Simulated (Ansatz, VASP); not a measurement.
# Two plane-wave programs on GaP

```
Ga P
1.0
     0.00000    2.55854    2.55854
     2.55854    0.00000    2.55854
     2.55854    2.55854    0.00000
Ga P
1 1
Direct
  0.00000 0.00000 0.00000
  0.50000 0.50000 0.50000
```

Alike in both runs: task single point; functional PBEsol; k mesh 6 × 6 × 6; occupations gaussian, width 0.5 eV; no spin polarisation.

|  | VASP | Ansatz |
| --- | --- | --- |
| version | VASP 6.6.1 | Ansatz 0.2.0 |
| potentials or method | VASP PAW PBE potentials, release 64 (Ga_d, P) | plane waves |
| plane-wave cutoff (eV) | 500 | 420 |
| valence electrons in the cell | 18 | 18 |

|  | VASP | Ansatz | Ansatz less VASP |
| --- | --- | --- | --- |
| pressure (GPa) | -1.3 | -1.4 | -0.07 |

VASP's potentials were made for PBE, not for PBEsol. The functional is the same, so the differences come from potentials, cutoffs and numerics.
